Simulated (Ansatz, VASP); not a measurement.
## Mg2O: VASP beside Ansatz

```
CELL_PARAMETERS angstrom
3.23585 0.00000 0.00000
0.00000 3.54268 0.00000
0.00000 0.00000 5.54440
ATOMIC_POSITIONS crystal
Mg 0.00000 0.00000 0.37835
Mg 0.50000 0.00000 0.90138
O 0.00000 0.00000 0.72027
```

Alike in both runs: task relaxation of cell and atoms; functional PBE; k mesh 14 × 14 × 8; occupations gaussian, width 0.1 eV; no spin polarisation.

|  | VASP | Ansatz |
| --- | --- | --- |
| version | VASP 6.6.1 | Ansatz 0.2.0 |
| potentials or method | VASP PAW PBE potentials, release 64 (Mg, O), cutoff 600 eV | scalar-relativistic, plane waves, PAW |
| valence electrons in the cell | 10 | 26 |

Ansatz gave:

| Quantity | Value |
| --- | --- |
| gap on the k mesh at the Fermi level, each at its own relaxed structure (eV) | none |
| relaxed volume (Å³/atom) | 21.57 |
| relaxed length of the cell vector where the two differ most in proportion (Å) | 3.614 |

Q: Which values does VASP return?

A: gap on the k mesh at the Fermi level, each at its own relaxed structure (eV): none; relaxed volume (Å³/atom): 21.42; relaxed length of the cell vector where the two differ most in proportion (Å): 3.597.

A gap of «none» marks a metal or a gap that the smearing closes. VASP's potentials hold 10 valence electrons a cell and Ansatz's 26, so a difference there can come from the potentials and not from the codes.
